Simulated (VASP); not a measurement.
Input of a VASP 6.6.1 run:

Contents of INCAR:

```
SYSTEM = Se
PREC = Accurate
ENCUT = 600
EDIFF = 1E-7
ISMEAR = -1
SIGMA = 0.08
LREAL = .FALSE.
LASPH = .TRUE.
NELM = 60
ALGO = Normal
ISIF = 3
LWAVE = .FALSE.
LCHARG = .FALSE.
GGA = PE
IBRION = 2
NSW = 60
EDIFFG = -0.005
```

The input KPOINTS:

```
regular mesh
0
G
  15 15 15
  0 0 0
```

Contents of POSCAR:

```
Se
1.0
    2.8306163882      0.0000000000      0.0000000000
    0.0000000000      2.8306163882      0.0000000000
    0.0000000000      0.0000000000      2.8306163882
Se
1
Direct
    0.0000000000      0.0000000000      0.0000000000
```

Potentials or basis: VASP PAW PBE potentials, release 64 (Se).

The run is started by

```sh
$ cat potpaw_PBE.64/Se/POTCAR > POTCAR
$ mpirun -np 1 vasp_std > vasp.out
```

Predict the band gap on the k mesh.

zero (band 3 reaches 7.44 eV, above the bottom of band 4 at 1.39 eV).

Predict the space group after relaxing (to 0.05 Å).

Pm-3m (No. 221).

Predict the relaxed volume.

22.66 Å³/atom.

Estimate the relaxed cell.

a = 2.830 Å, b = 2.830 Å, c = 2.830 Å, α = 90.00°, β = 90.00°, γ = 90.00°.

Final structure:
```yaml
crystal:
  lattice:
    - [2.82970, 0.00000, 0.00000]
    - [0.00000, 2.82970, 0.00000]
    - [0.00000, 0.00000, 2.82970]
  atoms:
    - { symbol: Se, position: [0.00000, 0.00000, 0.00000] }
```
